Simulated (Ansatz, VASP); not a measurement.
InAs in VASP and in Ansatz

The input INCAR:

```
SYSTEM = InAs
  PREC = Accurate
  ENCUT = 520
  EDIFF = 1E-8
  ISMEAR = -1
  SIGMA = 0.05
  LREAL = .FALSE.
  LASPH = .TRUE.
  NELM = 150
  ALGO = Normal
  ISIF = 2
  LWAVE = .FALSE.
  LCHARG = .FALSE.
  LNONCOLLINEAR = .TRUE.
  MAGMOM = 0 0 0 0 0 0
  LORBIT = 11
  LSORBIT = .TRUE.
  GGA_COMPAT = .FALSE.
  LORBMOM = .TRUE.
  GGA = PE
  LEFG = .TRUE.
  NBANDS = 30
```

KPOINTS

```
Automatic mesh
0
G
  10 10 10
  0 0 0
```

Contents of POSCAR:

```
InAs
1.0
    0.0000000000      2.8743196729      2.8743196729
    2.8743196729      0.0000000000      2.8743196729
    2.8743196729      2.8743196729      0.0000000000
In As
1 1
Direct
    0.0000000000      0.0000000000      0.0000000000
    0.5000000000      0.5000000000      0.5000000000
```

Input for Ansatz:

```yaml
crystal:
  lattice:
    - [0.0, 2.8743196729, 2.8743196729]
    - [2.8743196729, 0.0, 2.8743196729]
    - [2.8743196729, 2.8743196729, 0.0]
  atoms:
    - { symbol: In, position: [0.0, 0.0, 0.0] }
    - { symbol: As, position: [0.5, 0.5, 0.5] }
kpoints:
  mp_grid: { grid: [10, 10, 10] }
  band_path:
    path:
      - [0.0, 0.0, 0.0]
      - [0.5, 0.0, 0.5]
      - [0.625, 0.25, 0.625]
      - [0.375, 0.375, 0.75]
      - [0.0, 0.0, 0.0]
      - [0.5, 0.5, 0.5]
      - [0.5, 0.25, 0.75]
      - [0.5, 0.0, 0.5]
    npoints: 5
scf:
  occupations: { method: fermi_dirac, width: 0.05 }
hamiltonian:
  xc: pbe
  pseudopotentials: { kind: paw_fr }
output:
  forces: true
  stress: true
  eigenvalues: true
  efg: { contact_densities: true }
magnetization:
  noncollinear: true
  spin_orbit: true
```

Alike in both runs: task electric field gradients; functional PBE; k mesh 10 × 10 × 10; occupations fermi-dirac, width 0.05 eV; non-collinear spin, spin-orbit coupling.

|  | VASP | Ansatz |
| --- | --- | --- |
| version | VASP 6.6.1 | Ansatz 0.2.0 |
| potentials or method | VASP PAW PBE potentials, release 64 (In_d, As) | PAW with Ansatz's default frozen-core files, fully relativistic files with spin-orbit coupling |
| plane-wave cutoff (eV) | 520 | 420 |
| valence electrons in the cell | 18 | 28 |

```csv
,VASP,Ansatz,Ansatz less VASP
pressure (GPa),0.1,0.0,-0.08
```

The functional is the same, so the differences come from potentials, cutoffs and numerics. VASP's potentials hold 18 valence electrons a cell and Ansatz's 28, so a difference there can come from the potentials and not from the codes.
